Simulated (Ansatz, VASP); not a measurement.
## ZrC in VASP and in Ansatz

The input INCAR:

```
SYSTEM = ZrC
PREC = Accurate
ENCUT = 520
EDIFF = 1E-6
ISMEAR = -1
SIGMA = 0.05
LREAL = .FALSE.
LASPH = .TRUE.
NELM = 150
ALGO = Normal
ISIF = 2
LWAVE = .FALSE.
LCHARG = .TRUE.
LMAXMIX = 4
LDAU = .TRUE.
LDAUTYPE = 2
LDAUL = 2 -1
LDAUU = 8 0
LDAUJ = 0 0
LDAUPRINT = 1
GGA = PS
LELF = .TRUE.
LVHAR = .TRUE.
NBANDS = 24
```

The input KPOINTS:

```
Automatic mesh
0
G
  9 9 5
  0 0 0
```

POSCAR

```
ZrC
1.0
    3.3914762718      0.0000000000      0.0000000000
   -1.6957381359      2.9371046077      0.0000000000
    0.0000000000      0.0000000000      5.2900530000
Zr C
2 2
Direct
    0.6666666667      0.3333333333      0.7500000000
    0.3333333333      0.6666666667      0.2500000000
    0.0000000000      0.0000000000      0.5000000000
    0.0000000000      0.0000000000      0.0000000000
```

input.yaml

```yaml
crystal:
  lattice:
    - [3.3914762718, 0.0, 0.0]
    - [-1.6957381359, 2.9371046077, 0.0]
    - [0.0, 0.0, 5.290053]
  atoms:
    - { symbol: Zr, position: [0.6666666667, 0.3333333333, 0.75] }
    - { symbol: Zr, position: [0.3333333333, 0.6666666667, 0.25] }
    - { symbol: C, position: [0.0, 0.0, 0.5] }
    - { symbol: C, position: [0.0, 0.0, 0.0] }
kpoints:
  mp_grid: { grid: [9, 9, 5] }
scf:
  occupations: { method: fermi_dirac, width: 0.05 }
hamiltonian:
  xc: pbesol
  pseudopotentials: { kind: all_electron, lapw: { basis_error: 0.002 } }
  hubbard:
    sites: [{ species: Zr, l: d, u_eff: 8 }]
    double_counting: fll
    projectors: ortho-atomic
output:
  forces: true
  stress: true
  eigenvalues: true
  dos: { projected: false, de: 0.1, e_range: [-14, 10] }
  hubbard: {}
```

Alike in both runs: functional PBEsol; k mesh 9 × 9 × 5; occupations fermi-dirac, width 0.05 eV; no spin polarisation; Hubbard terms Zr d U = 8.0 eV.

```csv
,VASP,Ansatz
version,VASP 6.6.1,Ansatz 0.2.0
potentials or method,"VASP PAW PBE potentials, release 64 (Zr_sv, C), cutoff 520 eV","all-electron LAPW, scalar-relativistic"
task,single point,density of states
```

Ansatz gave:

```
gap on the k mesh at the Fermi level (eV)                     : none
pressure (GPa)                                                : 3.5
traceless stress, the component that is largest in VASP (GPa) : 8.60
```

Q: What did VASP give for the same quantities?

A: gap on the k mesh at the Fermi level (eV): none; pressure (GPa): 15.2; traceless stress, the component that is largest in VASP (GPa): 4.50.

VASP's potentials were made for PBE, not for PBEsol. The programs project onto different local orbitals, so the same U acts differently, and such runs can settle in different states. A gap of «none» marks a metal or a gap that the smearing closes. Ansatz ran all-electron here, and VASP with PAW potentials.

Noted on Ansatz's run: U is the effective U less J, on atomic orbitals that reach past the spheres.
